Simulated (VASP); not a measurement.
A run of VASP 6.6.1 is set up as follows.

INCAR

```
PREC = Accurate
ENCUT = 520
EDIFF = 1E-7
ISMEAR = -1
SIGMA = 0.05
LREAL = False
LASPH = True
NELM = 80
ALGO = Normal
ISIF = 2
LWAVE = False
LCHARG = False
GGA = RP
IVDW = 13
NBANDS = 17
```

KPOINTS

```
regular mesh
0
Gamma
  7 7 7
```

Contents of POSCAR:

```
TePb
1.0
    4.0194467632      0.0000000000      0.0000000000
    0.0000000000      4.0194467632      0.0000000000
    0.0000000000      0.0000000000      4.0194467632
Pb Te
1 1
Direct
    0.0000000000      0.0000000000      0.0000000000
    0.5000000000      0.5000000000      0.5000000000
```

Potentials or basis: VASP PAW PBE potentials, release 64 (Pb_d, Te).

Run with:

```bash
$ cat potpaw_PBE.64/Pb_d/POTCAR potpaw_PBE.64/Te/POTCAR > POTCAR
$ mpirun -np 1 vasp_std > vasp.out
```

Task: What does it give for the band gap on the k mesh?

Result: Zero (band 10 reaches 6.53 eV, above the bottom of band 11 at 5.80 eV).

Task: Estimate the pressure.

Result: -0.1 GPa.

Caveat: the PAW data sets were made with another functional, which shifts forces and pressure a little; spin-orbit coupling is left out, which moves the levels of the heavy elements; pairwise dispersion overbinds metals, which lowers pressure and volume.
